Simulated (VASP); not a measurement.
# Ag (Fm-3m) in VASP: single point with PBE

Aim: the single point of Ag with PBE.

Program: VASP 6.6.1. These are calculated values, not measurements. Logs are shortened: lines on timing, memory, paths and dates and some standing lists are left out, and cuts for length are marked.

## (1) The cell of the first run

It takes space group Fm-3m (No. 225, cubic). The conventional cell has a = 4.281 Å, b = 4.281 Å, c = 4.281 Å, α = 90.00°, β = 90.00°, γ = 90.00°. Within 4.0 Å of Ag (site symmetry m-3m) lie 12 Ag at 3.03 Å.

## (2) Single point, PBE (19.62 Å³/atom)

The input, INCAR:

```
SYSTEM = Ag
PREC = Accurate
ENCUT = 520
EDIFF = 1E-6
ISMEAR = 0
SIGMA = 0.1
LREAL = .False.
LASPH = .True.
NELM = 60
ALGO = Normal
ISIF = 2
LWAVE = .False.
LCHARG = .True.
GGA = PE
LELF = .True.
LVHAR = .True.
NBANDS = 12
```

The input, KPOINTS:

```
Automatic mesh
0
Gamma
  18 18 18
  0 0 0
```

The input, POSCAR:

```
Ag
1.0
    0.0000000000      2.1405249930      2.1405249930
    2.1405249930      0.0000000000      2.1405249930
    2.1405249930      2.1405249930      0.0000000000
Ag
1
Direct
    0.0000000000      0.0000000000      0.0000000000
```

Potentials or basis: VASP PAW PBE potentials, release 64 (Ag).

Command:

```bash
$ cat potpaw_PBE.64/Ag/POTCAR > POTCAR
$ mpirun -np 1 vasp_std > vasp.out
```

OUTCAR:

```text
SYSTEM = Ag
   PREC = Accurate
   ENCUT = 520
   EDIFF = 1E-6
   ISMEAR = 0
   LREAL = .False.
   LASPH = .True.
   NELM = 60
   ISIF = 2
   GGA = PE

 ion  position               nearest neighbor table
   1  0.000  0.000  0.000-

  LATTYP: Found a face centered cubic cell.
 ALAT       =     4.2810499860

  Lattice vectors:

 A1 = (   0.0000000000,   2.1405249930,   2.1405249930)
 A2 = (   2.1405249930,   0.0000000000,   2.1405249930)
 A3 = (   2.1405249930,   2.1405249930,   0.0000000000)

Analysis of symmetry for initial positions (statically):
=====================================================================
 Subroutine PRICEL returns:
 Original cell was already a primitive cell.

 Routine SETGRP: Setting up the symmetry group for a
 face centered cubic supercell.

 Subroutine GETGRP returns: Found 48 space group operations
 (whereof 48 operations were pure point group operations)
 out of a pool of 48 trial point group operations.

The static configuration has the point symmetry O_h .

Analysis of symmetry for dynamics (positions and initial velocities):
=====================================================================
 Subroutine PRICEL returns:
 Original cell was already a primitive cell.

 Routine SETGRP: Setting up the symmetry group for a
 face centered cubic supercell.

 Subroutine GETGRP returns: Found 48 space group operations
 (whereof 48 operations were pure point group operations)
 out of a pool of 48 trial point group operations.

The dynamic configuration has the point symmetry O_h .

 Subroutine INISYM returns: Found 48 space group operations
 (whereof 48 operations are pure point group operations),
 and found     1 'primitive' translations

----------------------------------------------------------------------------------------

                                     Primitive cell

  volume of cell :      19.6151

  direct lattice vectors                    reciprocal lattice vectors
     0.000000000  2.140524993  2.140524993    -0.233587555  0.233587555  0.233587555
     2.140524993  0.000000000  2.140524993     0.233587555 -0.233587555  0.233587555
     2.140524993  2.140524993  0.000000000     0.233587555  0.233587555 -0.233587555

  length of vectors
     3.027159476  3.027159476  3.027159476     0.404585514  0.404585514  0.404585514

  position of ions in fractional coordinates (direct lattice)
     0.000000000  0.000000000  0.000000000

  ion indices of the primitive-cell ions
   primitive index   ion index
                 1           1

----------------------------------------------------------------------------------------

 KPOINTS: Automatic mesh

Automatic generation of k-mesh.
 Grid dimensions read from file:
 generate k-points for:   18   18   18

 Generating k-lattice:

  Cartesian coordinates                     Fractional coordinates (reciprocal lattice)
    -0.012977086  0.012977086  0.012977086     0.055555556  0.000000000  0.000000000
     0.012977086 -0.012977086  0.012977086     0.000000000  0.055555556  0.000000000
     0.012977086  0.012977086 -0.012977086     0.000000000  0.000000000  0.055555556

  Length of vectors
     0.022476973  0.022476973  0.022476973

  Shift w.r.t. Gamma in fractional coordinates (k-lattice)
     0.000000000  0.000000000  0.000000000

 Subroutine IBZKPT returns following result:
 ===========================================

 Found    195 irreducible k-points:

 Following reciprocal coordinates:
            Coordinates               Weight
  0.000000  0.000000  0.000000      1.000000
  0.055556  0.000000  0.000000      8.000000
  0.111111  0.000000  0.000000      8.000000
  0.166667  0.000000  0.000000      8.000000
  0.222222  0.000000  0.000000      8.000000
  0.277778  0.000000  0.000000      8.000000
[... 16 lines left out ...]
 -0.277778  0.055556  0.000000     24.000000
 -0.222222  0.055556  0.000000     24.000000
 [... further k-points ...]
   k-points           NKPTS =    195   k-points in BZ     NKDIM =    195   number of bands    NBANDS=     12
   number of dos      NEDOS =    301   number of ions     NIONS =      1
   total plane-waves  NPLWV =  13824
   dimension x,y,z NGX =    24 NGY =   24 NGZ =   24
   dimension x,y,z NGXF=    48 NGYF=   48 NGZF=   48
   ions per type =               1
   NGX,Y,Z   is equivalent  to a cutoff of  13.18, 13.18, 13.18 a.u.
   NGXF,Y,Z  is equivalent  to a cutoff of  26.36, 26.36, 26.36 a.u.
 SYSTEM =  Ag
   PREC   = accura    normal or accurate (medium, high low for compatibility)
   ISTART =      0    job   : 0-new  1-cont  2-samecut
   ICHARG =      2    charge: 1-file 2-atom 10-const
   ISPIN  =      1    spin polarized calculation?
   LNONCOLLINEAR =      F non collinear calculations
   LSORBIT =      F    spin-orbit coupling
   LASPH  =      T    aspherical Exc in radial PAW
   ENCUT  =  520.0 eV  38.22 Ry    6.18 a.u.   5.63  5.63  5.63*2*pi/ulx,y,z
   NELM   =     60;   NELMIN=  2; NELMDL= -5     # of ELM steps
   EDIFF  = 0.1E-05   stopping-criterion for ELM
   LREAL  =      F    real-space projection
   EDIFFG = 0.1E-04   stopping-criterion for IOM
   NSW    =      0    number of steps for IOM
   IBRION =     -1    ionic relax: 0-MD 1-quasi-New 2-CG
   NFREE  =      0    steps in history (QN), initial steepest desc. (CG)
   ISIF   =      2    stress and relaxation
   ISYM   =      2    0-nonsym 1-usesym 2-fastsym
   POTIM  = 0.5000    time-step for ionic-motion
   TEBEG  =    0.0;   TEEND  =   0.0 temperature during run
   PSTRESS=    0.0 pullay stress
   NELECT =      11.0000    total number of electrons
   NUPDOWN=      -1.0000    fix difference up-down
   EMIN   =  10.00;   EMAX   =-10.00  energy-range for DOS
   EFERMI =   0.00;   METHOD = LEGACY
   ISMEAR =     0;   SIGMA  =   0.10  broadening in eV -4-tet -1-fermi 0-gaus
   EFERMI_NEDOS =   21; number of points for ismear=-14 and -15
   IALGO  =     38    algorithm
   IMIX   =      4    mixing-type and parameters
     AMIX     =   0.40;   BMIX     =  1.00
     AMIX_MAG =   1.60;   BMIX_MAG =  1.00
  volume/ion in A,a.u.               =      19.62       132.37
  Fermi-wavevector in a.u.,A,eV,Ry     =   1.350026  2.551179 24.797568  1.822570
  Thomas-Fermi vector in A             =   2.477564
   LORBIT       =      0    0 simple, 1 ext, 2 COOP (PROOUT), +10 PAW based schemes
   GGA     = PE    functional components
   LHFCALC =     F    Hartree Fock is set to
   AEXX    =    0.0000 exact exchange contribution
   IVDW    =     0    specifies the selected vdW correction
   LEPSILON=     F    determine dielectric tensor
   LRPA    =     F    only Hartree local field effects (RPA)
 non-spin polarized calculation
 Gauss-broadening in eV      SIGMA  =   0.10
  energy-cutoff  :      520.00
  volume of cell :       19.62
 maximum number of plane-waves:       544
   NGX = 11   NGY = 11   NGZ = 11

 number of electron      10.9999998 magnetization

 Free energy of the ion-electron system (eV)
  ---------------------------------------------------
  ext. energy  EPLUGINS =         0.00000000
  ---------------------------------------------------
  free energy    TOTEN  =        -2.67995825 eV

  energy without entropy =       -2.67862632  energy(sigma->0) =       -2.67929229

 E-fermi :   6.6301     XC(G=0): -11.3932

 val. band max:        6.5975061176   @ k =   0.5000   0.0000   0.0000
 cond. band min:       6.6685943361   @ k =   0.5000   0.3333   0.1111
 fundamental gap:      0.0710882185
 Fermi energy:         6.6300765375

 k-point     1 :       0.0000    0.0000    0.0000
  band No.  band energies     occupation
      1      -0.1667      2.00000
      2       2.2800      2.00000
      3       2.2800      2.00000
      4       2.2800      2.00000
      5       3.0838      2.00000
      6       3.0838      2.00000
      7      22.2862      0.00000
      8      25.0371      0.00000
      9      25.0371      0.00000
     10      25.0371      0.00000
     11      29.5462      0.00000
     12      29.9125      0.00000

 k-point     2 :       0.0556    0.0000    0.0000
  band No.  band energies     occupation
      1      -0.0803      2.00000
      2       2.2635      2.00000
      3       2.3015      2.00000
      4       2.3015      2.00000
      5       3.0762      2.00000
      6       3.0762      2.00000
      7      22.2534      0.00000
      8      24.2027      0.00000
      9      25.0307      0.00000
     10      25.0307      0.00000
     11      29.3595      0.00000
     12      29.8882      0.00000

 k-point     3 :       0.1111    0.0000    0.0000
  band No.  band energies     occupation
      1       0.1700      2.00000
      2       2.2265      2.00000
      3       2.3572      2.00000
      4       2.3572      2.00000
      5       3.0616      2.00000
      6       3.0616      2.00000
      7      21.6182      0.00000
      8      23.1299      0.00000
      9      24.9974      0.00000
     10      24.9974      0.00000
     11      28.6273      0.00000
     12      29.7262      0.00000
[... 286 lines left out ...]
 k-point    23 :      -0.2778    0.0556    0.0000
  band No.  band energies     occupation
      1       1.1963      2.00000
      2       2.3885      2.00000
      3       2.4351      2.00000
      4       2.9009      2.00000
      5       3.2040      2.00000
      6       3.6702      2.00000
      7      15.1166      0.00000
      8      21.7274      0.00000
      9      23.4153      0.00000
     10      25.2456      0.00000
     11      27.4675      0.00000
     12      27.5278      0.00000

 k-point    24 :      -0.2222    0.0556    0.0000
  band No.  band energies     occupation
      1       1.0835      2.00000
      2       2.3309      2.00000
      3       2.4743      2.00000
      4       2.5203      2.00000
      5       3.0545      2.00000
      6       3.3535      2.00000
      7      17.1505      0.00000
      8      21.9770      0.00000
      9      23.9484      0.00000
     10      25.9193      0.00000
     11      27.0674      0.00000
     12      27.8194      0.00000

 [... further k-points ...]

------------------------ aborting loop because EDIFF is reached ----------------------------------------

  FORCE on cell =-STRESS in cart. coord.  units (eV):
  Direction    XX          YY          ZZ          XY          YZ          ZX
  --------------------------------------------------------------------------------------
  -------------------------------------------------------------------------------------
  Total       -0.8112342     -0.8112342     -0.8112342      0.0000000      0.0000000     -0.0000000
  in kB      -66.2622151    -66.2622151    -66.2622151      0.0000000      0.0000000     -0.0000000
  external PRESSURE =     -66.2622151 kB  Pullay stress =       0.0000000 kB

 VOLUME and BASIS-vectors are now :
 -----------------------------------------------------------------------------
  energy-cutoff  :      520.00
  volume of cell :       19.62
      direct lattice vectors                 reciprocal lattice vectors
     0.000000000  2.140524993  2.140524993    -0.233587555  0.233587555  0.233587555
     2.140524993  0.000000000  2.140524993     0.233587555 -0.233587555  0.233587555
     2.140524993  2.140524993  0.000000000     0.233587555  0.233587555 -0.233587555

 POSITION                                       TOTAL-FORCE (eV/Angst)
 -----------------------------------------------------------------------------------
      0.00000      0.00000      0.00000        -0.000000     -0.000000     -0.000000
 -----------------------------------------------------------------------------------
    total drift:                               -0.000000      0.000000     -0.000000

  FREE ENERGIE OF THE ION-ELECTRON SYSTEM (eV)
  ---------------------------------------------------
  free  energy   TOTEN  =        -2.6799582547 eV

  energy  without entropy=       -2.6786263177  energy(sigma->0) =       -2.67929229
```

Wall time 40 s (1 thread of Intel Xeon 8259CL, shared host); peak memory 0.17 GiB.

What came out:

```yaml
Free_energy: -2.6800 eV
Pressure: -6.6 GPa
Band_gap_on_the_k_mesh: zero (an odd number of electrons rules out a gap without spin polarisation)
```

Caveat: the cell stands under tension.

The gap in the log of VASP goes by the Fermi energy; the results here count the filled bands.